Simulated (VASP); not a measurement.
# MgCdS (P4/mmm) in VASP: single point with PBE

Aim: the single point of MgCdS with PBE.

Program: VASP 6.6.1. These are calculated values, not measurements. Logs are shortened: lines on timing, memory, paths and dates and some standing lists are left out, and cuts for length are marked.

## Step 1: The cell of the first run

Symmetry: P4/mmm, No. 123, tetragonal system. The conventional cell has a = 4.547 Å, b = 4.547 Å, c = 4.549 Å, α = 90.00°, β = 90.00°, γ = 90.00°. Within 3.0 Å of Mg (site symmetry 4/mmm) lie 2 S at 2.27 Å. Cd (site symmetry 4/mmm) has 4 Mg at 3.21 Å and 8 S at 3.94 Å within 4.2 Å. S (site symmetry 4/mmm) has 2 Mg at 2.27 Å within 3.0 Å.

## Step 2: Single point, PBE

Input file INCAR:

```
SYSTEM = MgCdS
  PREC = Accurate
  ENCUT = 520
  EDIFF = 1E-6
  ISMEAR = 0
  SIGMA = 0.01
  LREAL = .False.
  LASPH = .True.
  NELM = 60
  ALGO = Normal
  ISIF = 2
  LWAVE = .False.
  LCHARG = .False.
  GGA = PE
  NBANDS = 17
```

Input file KPOINTS:

```
regular mesh
0
Gamma
  8 8 8
  0 0 0
```

Input file POSCAR:

```
MgCdS
1.0
    4.5465214602      0.0000000000      0.0000000000
    0.0000000000      4.5465214602      0.0000000000
    0.0000000000      0.0000000000      4.5493498236
Mg Cd S
1 1 1
Direct
    0.5000000000      0.5000000000      0.5000000000
    0.0000000000      0.0000000000      0.5000000000
    0.5000000000      0.5000000000      0.0000000000
```

Potentials or basis: VASP PAW PBE potentials, release 64 (Mg, Cd, S).

Launch:

```
> cat potpaw_PBE.64/Mg/POTCAR potpaw_PBE.64/Cd/POTCAR potpaw_PBE.64/S/POTCAR > POTCAR
> mpirun -np 1 vasp_std > vasp.out
```

OUTCAR:

```text
SYSTEM = MgCdS
   PREC = Accurate
   ENCUT = 520
   EDIFF = 1E-6
   ISMEAR = 0
   LREAL = .False.
   LASPH = .True.
   NELM = 60
   ISIF = 2
   GGA = PE

 ion  position               nearest neighbor table
   1  0.500  0.500  0.500-   3 2.27   3 2.27   2 3.21   2 3.21   2 3.21   2 3.21
   2  0.000  0.000  0.500-   1 3.21   1 3.21   1 3.21   1 3.21
   3  0.500  0.500  0.000-   1 2.27   1 2.27

  LATTYP: Found a simple tetragonal cell.
 ALAT       =     4.5465214602
 C/A-ratio  =     1.0006220939

  Lattice vectors:

 A1 = (   4.5465214602,   0.0000000000,   0.0000000000)
 A2 = (   0.0000000000,   4.5465214602,   0.0000000000)
 A3 = (   0.0000000000,   0.0000000000,   4.5493498236)

Analysis of symmetry for initial positions (statically):
=====================================================================
 Subroutine PRICEL returns:
 Original cell was already a primitive cell.

 Routine SETGRP: Setting up the symmetry group for a
 simple tetragonal supercell.

 Subroutine GETGRP returns: Found 16 space group operations
 (whereof 16 operations were pure point group operations)
 out of a pool of 16 trial point group operations.

The static configuration has the point symmetry D_4h.

Analysis of symmetry for dynamics (positions and initial velocities):
=====================================================================
 Subroutine PRICEL returns:
 Original cell was already a primitive cell.

 Routine SETGRP: Setting up the symmetry group for a
 simple tetragonal supercell.

 Subroutine GETGRP returns: Found 16 space group operations
 (whereof 16 operations were pure point group operations)
 out of a pool of 16 trial point group operations.

The dynamic configuration has the point symmetry D_4h.

 Subroutine INISYM returns: Found 16 space group operations
 (whereof 16 operations are pure point group operations),
 and found     1 'primitive' translations

----------------------------------------------------------------------------------------

                                     Primitive cell

  volume of cell :      94.0390

  direct lattice vectors                    reciprocal lattice vectors
     4.546521460  0.000000000  0.000000000     0.219948373  0.000000000  0.000000000
     0.000000000  4.546521460  0.000000000     0.000000000  0.219948373  0.000000000
     0.000000000  0.000000000  4.549349824     0.000000000  0.000000000  0.219811630

  length of vectors
     4.546521460  4.546521460  4.549349824     0.219948373  0.219948373  0.219811630

  position of ions in fractional coordinates (direct lattice)
     0.500000000  0.500000000  0.500000000
     0.000000000  0.000000000  0.500000000
     0.500000000  0.500000000  0.000000000

  ion indices of the primitive-cell ions
   primitive index   ion index
                 1           1
                 2           2
                 3           3

----------------------------------------------------------------------------------------

 KPOINTS: regular mesh

Automatic generation of k-mesh.
 Grid dimensions read from file:
 generate k-points for:    8    8    8

 Generating k-lattice:

  Cartesian coordinates                     Fractional coordinates (reciprocal lattice)
     0.027493547  0.000000000  0.000000000     0.125000000  0.000000000  0.000000000
     0.000000000  0.027493547  0.000000000     0.000000000  0.125000000  0.000000000
     0.000000000  0.000000000  0.027476454     0.000000000  0.000000000  0.125000000

  Length of vectors
     0.027493547  0.027493547  0.027476454

  Shift w.r.t. Gamma in fractional coordinates (k-lattice)
     0.000000000  0.000000000  0.000000000

 Subroutine IBZKPT returns following result:
 ===========================================

 Found     75 irreducible k-points:

 Following reciprocal coordinates:
            Coordinates               Weight
  0.000000  0.000000  0.000000      1.000000
  0.125000  0.000000  0.000000      4.000000
  0.250000  0.000000  0.000000      4.000000
  0.375000  0.000000  0.000000      4.000000
  0.500000  0.000000  0.000000      2.000000
  0.125000  0.125000  0.000000      4.000000
[... 16 lines left out ...]
  0.375000  0.125000  0.125000     16.000000
  0.500000  0.125000  0.125000      8.000000
 [... further k-points ...]
   k-points           NKPTS =     75   k-points in BZ     NKDIM =     75   number of bands    NBANDS=     17
   number of dos      NEDOS =    301   number of ions     NIONS =      3
   total plane-waves  NPLWV =  46656
   dimension x,y,z NGX =    36 NGY =   36 NGZ =   36
   dimension x,y,z NGXF=    72 NGYF=   72 NGZF=   72
   ions per type =               1   1   1
   NGX,Y,Z   is equivalent  to a cutoff of  13.16, 13.16, 13.16 a.u.
   NGXF,Y,Z  is equivalent  to a cutoff of  26.33, 26.33, 26.31 a.u.
 SYSTEM =  MgCdS
   PREC   = accura    normal or accurate (medium, high low for compatibility)
   ISTART =      0    job   : 0-new  1-cont  2-samecut
   ICHARG =      2    charge: 1-file 2-atom 10-const
   ISPIN  =      1    spin polarized calculation?
   LNONCOLLINEAR =      F non collinear calculations
   LSORBIT =      F    spin-orbit coupling
   LASPH  =      T    aspherical Exc in radial PAW
   ENCUT  =  520.0 eV  38.22 Ry    6.18 a.u.   8.45  8.45  8.46*2*pi/ulx,y,z
   NELM   =     60;   NELMIN=  2; NELMDL= -5     # of ELM steps
   EDIFF  = 0.1E-05   stopping-criterion for ELM
   LREAL  =      F    real-space projection
   EDIFFG = 0.1E-04   stopping-criterion for IOM
   NSW    =      0    number of steps for IOM
   IBRION =     -1    ionic relax: 0-MD 1-quasi-New 2-CG
   NFREE  =      0    steps in history (QN), initial steepest desc. (CG)
   ISIF   =      2    stress and relaxation
   ISYM   =      2    0-nonsym 1-usesym 2-fastsym
   POTIM  = 0.5000    time-step for ionic-motion
   TEBEG  =    0.0;   TEEND  =   0.0 temperature during run
   PSTRESS=    0.0 pullay stress
   NELECT =      20.0000    total number of electrons
   NUPDOWN=      -1.0000    fix difference up-down
   EMIN   =  10.00;   EMAX   =-10.00  energy-range for DOS
   EFERMI =   0.00;   METHOD = LEGACY
   ISMEAR =     0;   SIGMA  =   0.01  broadening in eV -4-tet -1-fermi 0-gaus
   EFERMI_NEDOS =   21; number of points for ismear=-14 and -15
   IALGO  =     38    algorithm
   IMIX   =      4    mixing-type and parameters
     AMIX     =   0.40;   BMIX     =  1.00
     AMIX_MAG =   1.60;   BMIX_MAG =  1.00
  volume/ion in A,a.u.               =      31.35       211.54
  Fermi-wavevector in a.u.,A,eV,Ry     =   0.977197  1.846635 12.992399  0.954914
  Thomas-Fermi vector in A             =   2.107876
   LORBIT       =      0    0 simple, 1 ext, 2 COOP (PROOUT), +10 PAW based schemes
   GGA     = PE    functional components
   LHFCALC =     F    Hartree Fock is set to
   AEXX    =    0.0000 exact exchange contribution
   IVDW    =     0    specifies the selected vdW correction
   LEPSILON=     F    determine dielectric tensor
   LRPA    =     F    only Hartree local field effects (RPA)
 non-spin polarized calculation
 Gauss-broadening in eV      SIGMA  =   0.01
  energy-cutoff  :      520.00
  volume of cell :       94.04
 maximum number of plane-waves:      2560
 NGX is ok and might be reduce to    36
   NGX = 17   NGY = 17   NGZ = 17

 number of electron      19.9999994 magnetization

 Free energy of the ion-electron system (eV)
  ---------------------------------------------------
  ext. energy  EPLUGINS =         0.00000000
  ---------------------------------------------------
  free energy    TOTEN  =        -6.86935506 eV

  energy without entropy =       -6.86935505  energy(sigma->0) =       -6.86935505

 E-fermi :   0.4013     XC(G=0):  -7.8665

 val. band max:        0.3717233728   @ k =   0.5000   0.1250   0.0000
 cond. band min:       0.4308578309   @ k =   0.5000   0.0000   0.1250
 fundamental gap:      0.0591344582
 Fermi energy:         0.4012857763

 k-point     1 :       0.0000    0.0000    0.0000
  band No.  band energies     occupation
      1     -11.2789      2.00000
      2      -7.7080      2.00000
      3      -7.7027      2.00000
      4      -7.6124      2.00000
      5      -7.5369      2.00000
      6      -7.5369      2.00000
[... 9 lines left out ...]
     16       8.5683      0.00000
     17       8.7561      0.00000

 k-point     2 :       0.1250    0.0000    0.0000
  band No.  band energies     occupation
      1     -11.2666      2.00000
      2      -7.7071      2.00000
      3      -7.7018      2.00000
      4      -7.6078      2.00000
      5      -7.5404      2.00000
      6      -7.5365      2.00000
[... 9 lines left out ...]
     16       8.7851      0.00000
     17       8.8794      0.00000

 k-point     3 :       0.2500    0.0000    0.0000
  band No.  band energies     occupation
      1     -11.2363      2.00000
      2      -7.7176      2.00000
      3      -7.6892      2.00000
      4      -7.5948      2.00000
      5      -7.5487      2.00000
      6      -7.5357      2.00000
[... 9 lines left out ...]
     16       8.1591      0.00000
     17       8.3263      0.00000

 k-point     4 :       0.3750    0.0000    0.0000
  band No.  band energies     occupation
      1     -11.2054      2.00000
      2      -7.7281      2.00000
      3      -7.6796      2.00000
      4      -7.5790      2.00000
      5      -7.5570      2.00000
      6      -7.5348      2.00000
[... 9 lines left out ...]
     16       7.7185      0.00000
     17       8.8716      0.00000
[... 343 lines left out ...]
      1     -11.1981      2.00000
      2      -7.7201      2.00000
      3      -7.6804      2.00000
      4      -7.5883      2.00000
      5      -7.5489      2.00000
      6      -7.5408      2.00000
[... 9 lines left out ...]
     16       7.7958      0.00000
     17       8.3588      0.00000

 k-point    23 :       0.3750    0.1250    0.1250
  band No.  band energies     occupation
      1     -11.1700      2.00000
      2      -7.7295      2.00000
      3      -7.6693      2.00000
      4      -7.5731      2.00000
      5      -7.5559      2.00000
      6      -7.5398      2.00000
[... 9 lines left out ...]
     16       8.1358      0.00000
     17       9.1110      0.00000

 k-point    24 :       0.5000    0.1250    0.1250
  band No.  band energies     occupation
      1     -11.1583      2.00000
      2      -7.7333      2.00000
      3      -7.6655      2.00000
      4      -7.5658      2.00000
      5      -7.5589      2.00000
      6      -7.5394      2.00000
[... 9 lines left out ...]
     16       7.9953      0.00000
     17       9.1945      0.00000

 [... further k-points ...]

------------------------ aborting loop because EDIFF is reached ----------------------------------------

  FORCE on cell =-STRESS in cart. coord.  units (eV):
  Direction    XX          YY          ZZ          XY          YZ          ZX
  --------------------------------------------------------------------------------------
  -------------------------------------------------------------------------------------
  Total       -0.0188163     -0.0188163     -0.0402859      0.0000000      0.0000000      0.0000000
  in kB       -0.3205804     -0.3205804     -0.6863661      0.0000000      0.0000000      0.0000000
  external PRESSURE =      -0.4425089 kB  Pullay stress =       0.0000000 kB

 VOLUME and BASIS-vectors are now :
 -----------------------------------------------------------------------------
  energy-cutoff  :      520.00
  volume of cell :       94.04
      direct lattice vectors                 reciprocal lattice vectors
     4.546521460  0.000000000  0.000000000     0.219948373  0.000000000  0.000000000
     0.000000000  4.546521460  0.000000000     0.000000000  0.219948373  0.000000000
     0.000000000  0.000000000  4.549349824     0.000000000  0.000000000  0.219811630

 POSITION                                       TOTAL-FORCE (eV/Angst)
 -----------------------------------------------------------------------------------
      2.27326      2.27326      2.27467         0.000000      0.000000      0.000000
      0.00000      0.00000      2.27467         0.000000      0.000000      0.000000
      2.27326      2.27326      0.00000         0.000000      0.000000      0.000000
 -----------------------------------------------------------------------------------
    total drift:                                0.000000      0.000000      0.000000

  FREE ENERGIE OF THE ION-ELECTRON SYSTEM (eV)
  ---------------------------------------------------
  free  energy   TOTEN  =        -6.8693550593 eV

  energy  without entropy=       -6.8693550452  energy(sigma->0) =       -6.86935505
```

Run time: 64 s. Hardware: 1 thread of Intel Xeon Platinum 8488C (Sapphire Rapids), shared host; peak memory 0.29 GiB.

Results:

| Property | Result |
| --- | --- |
| Free energy | -6.8694 eV |
| Pressure | 0.0 GPa |
| Band gap on the k mesh | 0.06 eV, indirect (least direct gap 0.07 eV) |

Levels at points of the mesh, in eV from the valence-band top:
```csv
k point,band 8,band 9,band 10,band 11,band 12,band 13
"(0.00, 0.00, 0.00)",-2.89,-1.32,-1.32,3.88,4.26,4.26
"(0.50, 0.00, 0.00)",-2.73,-1.04,-0.35,0.16,4.07,4.46
"(0.50, 0.50, 0.00)",-2.36,-2.36,-1.70,2.39,2.39,2.43
"(0.00, 0.00, 0.50)",-0.94,-0.93,-0.93,2.07,2.81,2.81
"(0.50, 0.00, 0.50)",-2.29,-1.93,-0.87,1.85,4.08,4.73
"(0.50, 0.50, 0.50)",-1.53,-1.53,-1.05,0.31,0.31,2.82
```

A k mesh can miss the band edges.
